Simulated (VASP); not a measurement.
ZnReH: single point with PBE

Crystal: ZnReH.

```
Zn Re H
1.0
     2.72841    0.00000    0.00000
     0.00000    2.72841    0.00000
     0.00000    0.00000    5.14484
Zn Re H
1 1 1
Direct
  0.00000 0.00000 0.50000
  0.00000 0.00000 0.00000
  0.50000 0.50000 0.00000
```

The cell was built from a structure type or drawn by symmetry, and may not be a known phase.

| Property | Result |
| --- | --- |
| Program | VASP 6.6.1 |
| Task | single point |
| Functional | PBE |
| Potentials or basis | VASP PAW PBE potentials, release 64 (Zn, Re, H) |
| Cutoff | 520 eV |
| k mesh | 6 × 6 × 4 |
| Occupations | gaussian, width 0.1 eV |
| Spin | collinear spin |
| Starting moments | [0.0, 1.0, 0.0] μB |
| Dipole correction | no |
| Further INCAR settings | ALGO = Normal; EDIFF = 1e-06; NBANDS = 21 |

The pressure is 1.1 GPa. The net moment is 1.09 μB per cell, the site moments are Zn +0.01; Re +1.00; H +0.00 μB and the valence electrons inside the program's atomic spheres are Zn 10.77; Re 5.95; H 0.57.

Levels at points of the mesh, in eV from the Fermi level:
Spin up:
```tsv
k point	band 6	band 7	band 8	band 9	band 10	band 11	band 12	band 13	band 14	band 15
(0.00, 0.00, 0.00)	-6.87	-6.72	-4.63	-1.83	0.86	0.86	1.88	2.16	11.31	11.31
(0.50, 0.00, 0.00)	-5.60	-5.10	-3.36	-3.35	-1.20	-0.38	1.32	2.53	3.73	7.41
(0.50, 0.50, 0.00)	-6.49	-2.23	-2.23	-1.11	1.62	1.62	4.37	6.62	6.88	7.17
(0.00, 0.00, 0.50)	-6.79	-6.72	-4.65	-3.89	0.70	0.70	1.88	5.76	8.27	13.33
(0.50, 0.00, 0.50)	-5.17	-5.06	-4.59	-2.30	-1.94	-1.20	1.12	1.21	5.58	7.77
(0.50, 0.50, 0.50)	-6.49	-2.89	-2.89	-1.07	3.21	4.14	4.14	4.37	4.65	4.65
```
Spin down:
```tsv
k point	band 6	band 7	band 8	band 9	band 10	band 11	band 12	band 13
(0.00, 0.00, 0.00)	-6.85	-6.71	-3.99	-1.70	1.49	1.49	2.46	2.89
(0.50, 0.00, 0.00)	-5.39	-4.58	-3.10	-2.85	-0.34	-0.24	1.95	2.64
(0.50, 0.50, 0.00)	-6.49	-1.66	-1.66	-0.87	1.75	1.75	4.98	6.94
(0.00, 0.00, 0.50)	-6.76	-6.71	-4.00	-3.62	1.32	1.32	2.89	6.04
(0.50, 0.00, 0.50)	-4.96	-4.43	-4.21	-1.98	-1.90	-0.24	1.35	1.84
(0.50, 0.50, 0.50)	-6.49	-2.38	-2.38	-0.74	3.23	4.27	4.27	4.98
```

It took 46 s on 1 thread of Intel Xeon 8259CL, on a shared host, peak memory 0.18 GiB.

Caveat: the k points lie up to 0.38 Å⁻¹ apart; spin-orbit coupling is left out, which moves the levels of the heavy elements.
